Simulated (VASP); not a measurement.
The system is BP (l.bB).

```
B P
1.0
     0.00000    2.26000    2.26000
     2.26000    0.00000    2.26000
     2.26000    2.26000    0.00000
B P
1 1
Direct
  0.00000 0.00000 0.00000
  0.25000 0.25000 0.25000
```

| Quantity | Value |
| --- | --- |
| Program | VASP 6.6.1 |
| Task | relaxation of cell and atoms |
| Functional | LDA |
| Potentials or basis | VASP PAW LDA potentials, release 64 (B, P) |
| Cutoff | 500 eV |
| k mesh | 10 × 10 × 10 |
| Occupations | gaussian, width 0.02 eV |
| Spin | no spin polarisation |

At the start: pressure -3.4 GPa; volume 11.54 Å³/atom.

How do energy, volume and symmetry change on relaxing?

Over 3 steps the energy falls by 2.5 meV/atom and the volume is 11.31 Å³/atom (-2.0 %); space group F-43m (No. 216, to 0.05 Å).

The path:
```csv
step,energy change (eV),largest force (eV/Å),pressure (GPa),volume (Å³)
1,0.0000,0.0000,-3.42,23.09
2,-0.0020,0.0000,2.82,22.27
3,-0.0050,0.0000,-0.01,22.62
```

Final structure:
```cif
data_structure
_symmetry_space_group_name_H-M 'P 1'
_symmetry_Int_Tables_number 1
_cell_length_a 3.1746
_cell_length_b 3.1746
_cell_length_c 3.1746
_cell_angle_alpha 60.000
_cell_angle_beta 60.000
_cell_angle_gamma 60.000
_cell_volume 22.62
loop_
_atom_site_label
_atom_site_type_symbol
_atom_site_fract_x
_atom_site_fract_y
_atom_site_fract_z
_atom_site_occupancy
B1 B 0.00000 0.00000 0.00000 1
P1 P 0.25000 0.25000 0.25000 1
```
